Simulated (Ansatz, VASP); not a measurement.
Hg in VASP and in Ansatz

```xyz
2
Lattice="2.8050 0.0000 0.0000 -1.4025 2.4292 0.0000 0.0000 0.0000 4.7284" Properties=species:S:1:pos:R:3 pbc="T T T"
Hg    0.0000    1.6195    1.1821
Hg    1.4025    0.8097    3.5463
```

Change from the starting cell: volume scaled by 0.68, PAW files.

Alike in both runs: task single point; functional PBEsol; k mesh 15 × 15 × 8; occupations fermi-dirac, width 0.08 eV; no spin polarisation.

```csv
,VASP,Ansatz
version,VASP 6.6.1,Ansatz 0.2.0
potentials or method,"VASP PAW PBE potentials, release 64 (Hg)","PAW with Ansatz's default frozen-core files, scalar-relativistic"
plane-wave cutoff (eV),520,420
valence electrons in the cell,24,40
```

|  | VASP | Ansatz | Ansatz less VASP |
| --- | --- | --- | --- |
| pressure (GPa) | 54.9 | 52.1 | -2.74 |
| traceless stress, the component that is largest in VASP (GPa) | -0.31 | -0.03 | +0.286 |

VASP's potentials were made for PBE, not for PBEsol. Both programs put the cell under a high pressure, so it lies far from rest at this level. With one functional, cell and mesh, what is left measures potentials, basis and numerics. VASP's potentials hold 24 valence electrons a cell and Ansatz's 40, so a difference there can come from the potentials and not from the codes.

Spin-orbit coupling is off throughout.
